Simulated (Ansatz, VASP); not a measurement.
One calculation of Si2P3, two programs

INCAR

```
PREC = Accurate ; ENCUT = 600
EDIFF = 1E-6 ; ISMEAR = 0
SIGMA = 0.1 ; LREAL = F
LASPH = T ; NELM = 60
ALGO = Normal ; ISIF = 3
LWAVE = F ; LCHARG = F
GGA = PE ; IBRION = 2
NSW = 90 ; EDIFFG = -0.04
```

Contents of KPOINTS:

```
Automatic mesh
0
Gamma
  6 6 6
```

File POSCAR:

```
Si2P3
1.0
   -2.2843957700      2.2843957700      4.4211023700
    2.2843957700     -2.2843957700      4.4211023700
    2.2843957700      2.2843957700     -4.4211023700
Si P
2 3
Direct
    0.2136204200      0.2136204200      0.0000000000
    0.7863795800      0.7863795800      0.0000000000
    0.7500000000      0.2500000000      0.5000000000
    0.2500000000      0.7500000000      0.5000000000
    0.0000000000      0.0000000000      0.0000000000
```

Input for Ansatz:

```yaml
crystal:
  lattice:
    - [-2.28439577, 2.28439577, 4.42110237]
    - [2.28439577, -2.28439577, 4.42110237]
    - [2.28439577, 2.28439577, -4.42110237]
  atoms:
    - { symbol: Si, position: [0.21362042, 0.21362042, 0.0] }
    - { symbol: Si, position: [0.78637958, 0.78637958, 0.0] }
    - { symbol: P, position: [0.75, 0.25, 0.5] }
    - { symbol: P, position: [0.25, 0.75, 0.5] }
    - { symbol: P, position: [0.0, 0.0, 0.0] }
basis:
  ecutwfc: 420
kpoints:
  mp_grid: { grid: [6, 6, 6] }
hamiltonian:
  xc: pbe
scf:
  occupations: { method: gaussian, width: 0.1 }
  lower_state_search: "off"
output:
  forces: true
  stress: true
  eigenvalues: true
relax:
  adjacent_minimum: "off"
  f_tol: 0.04
  max_steps: 70
  cell: { stress_tol: 0.4 }
```

Alike in both runs: task relaxation of cell and atoms; functional PBE; k mesh 6 × 6 × 6; occupations gaussian, width 0.1 eV; no spin polarisation.

```csv
,VASP,Ansatz
version,VASP 6.6.1,Ansatz 0.2.0
potentials or method,"VASP PAW PBE potentials, release 64 (Si, P), cutoff 600 eV","scalar-relativistic, plane waves, PAW"
valence electrons in the cell,23,23
```

|  | VASP | Ansatz | Ansatz less VASP |
| --- | --- | --- | --- |
| gap on the k mesh at the Fermi level, each at its own relaxed structure (eV) | none | none | - |
| relaxed volume (Å³/atom) | 22.92 | 22.95 | +0.030 |
| relaxed cell length with the largest relative difference (Å) | 6.293 | 6.291 | -0.0019 |

A gap of «none» marks a metal or a gap that the smearing closes.

Noted on VASP's run: the volume moved by over 15 % at a fixed basis, so the end points are rough.
